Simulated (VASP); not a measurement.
# CdS (Fdd2) in VASP: a series of runs, part 2 of 2

VASP 6.6.1. Earlier steps stand in the parts before.

**4. Single point, PBE (24.20 Å³/atom)**

This run uses another cell than the first one, of 24.20 Å³/atom.

The input, INCAR:

```
  ALGO = Normal
  EDIFF = 1E-6
  ENCUT = 520
  GGA = PE
  ISIF = 2
  ISMEAR = 0
  LASPH = T
  LCHARG = T
  LELF = T
  LREAL = F
  LVHAR = T
  LWAVE = F
  NBANDS = 26
  NELM = 100
  PREC = Accurate
  SIGMA = 0.02
```

The input, KPOINTS:

```
k-points
0
Gamma
  8 8 8
```

The input, POSCAR:

```
CdS
1.0
    0.0000000000      3.8357911129      6.4472730065
    1.9572944445      0.0000000000      6.4472730065
    1.9572944445      3.8357911129      0.0000000000
Cd S
2 2
Direct
    0.5677104940      0.5677104940      0.9322895060
    0.3177104940      0.3177104940      0.6822895060
    0.6822895060      0.6822895060      0.3177104940
    0.9322895060      0.9322895060      0.5677104940
```

Potentials or basis: VASP PAW PBE potentials, release 64 (Cd, S).

Started as:

```bash
cat potpaw_PBE.64/Cd/POTCAR potpaw_PBE.64/S/POTCAR > POTCAR
mpirun -np 1 vasp_std > vasp.out
```

OUTCAR:

```text
EDIFF = 1E-6
   ENCUT = 520
   GGA = PE
   ISIF = 2
   ISMEAR = 0
   LASPH = T
   LREAL = F
   NELM = 100
   PREC = Accurate

 ion  position               nearest neighbor table
   1  0.568  0.568  0.932-   3 2.61   3 2.61   4 2.62   4 2.62
   2  0.318  0.318  0.682-   4 2.61   4 2.61   3 2.62   3 2.62
   3  0.682  0.682  0.318-   1 2.61   1 2.61   2 2.62   2 2.62
   4  0.932  0.932  0.568-   2 2.61   2 2.61   1 2.62   1 2.62

  LATTYP: Found a face centered orthorhombic cell.
 ALAT       =     3.9145888890
 B/A-ratio  =     1.9597414807
 C/A-ratio  =     3.2939719543

  Lattice vectors:

 A1 = (   0.0000000000,   3.8357911129,   6.4472730065)
 A2 = (   1.9572944445,   0.0000000000,   6.4472730065)
 A3 = (   1.9572944445,   3.8357911129,   0.0000000000)

Analysis of symmetry for initial positions (statically):
=====================================================================
 Subroutine PRICEL returns:
 Original cell was already a primitive cell.

 Routine SETGRP: Setting up the symmetry group for a
 face centered orthorhombic supercell.

 Subroutine GETGRP returns: Found  4 space group operations
 (whereof  2 operations were pure point group operations)
 out of a pool of  8 trial point group operations.

The static configuration has the point symmetry C_2 .
 The point group associated with its full space group is C_2v.

Analysis of symmetry for dynamics (positions and initial velocities):
=====================================================================
 Subroutine PRICEL returns:
 Original cell was already a primitive cell.

 Routine SETGRP: Setting up the symmetry group for a
 face centered orthorhombic supercell.

 Subroutine GETGRP returns: Found  4 space group operations
 (whereof  2 operations were pure point group operations)
 out of a pool of  8 trial point group operations.
[... 122 lines left out ...]
   EFERMI_NEDOS =   21; number of points for ismear=-14 and -15
   IALGO  =     38    algorithm
   IMIX   =      4    mixing-type and parameters
     AMIX     =   0.40;   BMIX     =  1.00
     AMIX_MAG =   1.60;   BMIX_MAG =  1.00
  volume/ion in A,a.u.               =      24.20       163.33
  Fermi-wavevector in a.u.,A,eV,Ry     =   1.177253  2.224686 18.856661  1.385925
  Thomas-Fermi vector in A             =   2.313603
   LORBIT       =      0    0 simple, 1 ext, 2 COOP (PROOUT), +10 PAW based schemes
   GGA     = PE    functional components
   LHFCALC =     F    Hartree Fock is set to
   AEXX    =    0.0000 exact exchange contribution
   IVDW    =     0    specifies the selected vdW correction
   LEPSILON=     F    determine dielectric tensor
   LRPA    =     F    only Hartree local field effects (RPA)
 non-spin polarized calculation
 Gauss-broadening in eV      SIGMA  =   0.02
  energy-cutoff  :      520.00
  volume of cell :       96.81
 maximum number of plane-waves:      2635
   NGX = 27   NGY = 25   NGZ = 15

 number of electron      36.0000000 magnetization

 Free energy of the ion-electron system (eV)
  ---------------------------------------------------
  ext. energy  EPLUGINS =         0.00000000
  ---------------------------------------------------
  free energy    TOTEN  =       -11.81408577 eV

  energy without entropy =      -11.81408577  energy(sigma->0) =      -11.81408577

 E-fermi :   1.5710     XC(G=0):  -9.4465

 val. band max:        1.4303659737   @ k =   0.0000   0.0000   0.0000
 cond. band min:       2.1062372852   @ k =   0.0000   0.0000   0.0000
 fundamental gap:      0.6758713115
 Fermi energy:         1.5710262814

 k-point     1 :       0.0000    0.0000    0.0000
  band No.  band energies     occupation
      1     -10.7170      2.00000
      2      -9.9995      2.00000
      3      -6.2779      2.00000
      4      -6.1180      2.00000
      5      -6.0495      2.00000
      6      -6.0280      2.00000
[... 685 lines left out ...]
     25       9.9472      0.00000
     26      10.6747      0.00000

 [... further k-points ...]

------------------------ aborting loop because EDIFF is reached ----------------------------------------

  FORCE on cell =-STRESS in cart. coord.  units (eV):
  Direction    XX          YY          ZZ          XY          YZ          ZX
  --------------------------------------------------------------------------------------
  -------------------------------------------------------------------------------------
  Total       -0.7707583     -0.7457346     -0.7669486      0.0000000      0.0000000      0.0000000
  in kB      -12.7559160    -12.3417780    -12.6928653      0.0000000      0.0000000      0.0000000
  external PRESSURE =     -12.5968531 kB  Pullay stress =       0.0000000 kB

 VOLUME and BASIS-vectors are now :
 -----------------------------------------------------------------------------
  energy-cutoff  :      520.00
  volume of cell :       96.81
      direct lattice vectors                 reciprocal lattice vectors
     0.000000000  3.835791113  6.447273006    -0.255454667  0.130351207  0.077552168
     1.957294445  0.000000000  6.447273006     0.255454667 -0.130351207  0.077552168
     1.957294445  3.835791113  0.000000000     0.255454667  0.130351207 -0.077552168

 POSITION                                       TOTAL-FORCE (eV/Angst)
 -----------------------------------------------------------------------------------
      2.93594      5.75369      7.32037         0.000000      0.000000     -0.000612
      1.95729      3.83579      4.09673         0.000000      0.000000     -0.000612
      1.95729      3.83579      8.79781         0.000000      0.000000      0.000612
      2.93594      5.75369     12.02145         0.000000     -0.000000      0.000612
 -----------------------------------------------------------------------------------
    total drift:                               -0.000008      0.000019      0.000620

  FREE ENERGIE OF THE ION-ELECTRON SYSTEM (eV)
  ---------------------------------------------------
  free  energy   TOTEN  =       -11.8140857710 eV

  energy  without entropy=      -11.8140857710  energy(sigma->0) =      -11.81408577
```

OSZICAR:

```text
N       E                     dE             d eps       ncg     rms          rms(c)
DAV:   1     0.247266396327E+03    0.24727E+03   -0.17647E+04  4940   0.128E+03
DAV:   2     0.780285532886E+00   -0.24649E+03   -0.23691E+03  5386   0.319E+02
DAV:   3    -0.129078387894E+02   -0.13688E+02   -0.13601E+02  6124   0.752E+01
DAV:   4    -0.130376395176E+02   -0.12980E+00   -0.12969E+00  5494   0.711E+00
DAV:   5    -0.130394450867E+02   -0.18056E-02   -0.18055E-02  5906   0.848E-01    0.971E+00
DAV:   6    -0.118456793246E+02    0.11938E+01   -0.21914E+00  6376   0.143E+01    0.803E+00
DAV:   7    -0.118192875136E+02    0.26392E-01   -0.64000E-01  5344   0.431E+00    0.411E+00
DAV:   8    -0.118160251774E+02    0.32623E-02   -0.66727E-02  5342   0.248E+00    0.409E-01
DAV:   9    -0.118138268577E+02    0.21983E-02   -0.13209E-02  5808   0.127E+00    0.111E-01
DAV:  10    -0.118140100275E+02   -0.18317E-03   -0.12017E-03  5536   0.296E-01    0.105E-01
DAV:  11    -0.118141031138E+02   -0.93086E-04   -0.17781E-04  5344   0.862E-02    0.728E-02
DAV:  12    -0.118140857780E+02    0.17336E-04   -0.91725E-05  5436   0.578E-02    0.947E-03
DAV:  13    -0.118140857180E+02    0.60042E-07   -0.11736E-05  5480   0.211E-02    0.742E-03
DAV:  14    -0.118140857710E+02   -0.53043E-07   -0.34473E-07  2778   0.484E-03
   1 F= -.11814086E+02 E0= -.11814086E+02  d E =-.727017E-26
```

Wall time 7.1 min (1 thread of Intel Xeon 8259CL, shared host); peak memory 0.41 GiB.

Results:

```
Free energy            : -11.8141 eV
Pressure               : -1.3 GPa
Band gap on the k mesh : 0.68 eV
```

A k mesh can miss the band edges.

**5. The runs side by side**

| task | cell | cutoff (eV) | gap on the mesh (eV) | pressure (GPa) |
| --- | --- | --- | --- | --- |
| relaxation of shape and atoms at fixed volume | relaxed from a = 7.366, b = 6.629, c = 4.206 Å, angles 82.4, 63.1, 34.5°, 4 atoms | 600 | 0.81 | 2.2 |
| single point | a = 7.441, b = 6.697, c = 4.249 Å, angles 82.4, 63.1, 34.5°, 4 atoms | 520 | 0.75 | 0.4 |
| single point | a = 7.502, b = 6.738, c = 4.306 Å, angles 82.4, 62.9, 34.7°, 4 atoms | 520 | 0.68 | -1.3 |

Alike in all rows: level PBE; potentials or basis VASP PAW PBE potentials, release 64 (Cd, S); no spin polarisation; k mesh 8 × 8 × 8; smearing gaussian 0.02 eV.

Absolute energies hang on the potentials; compare differences alone.
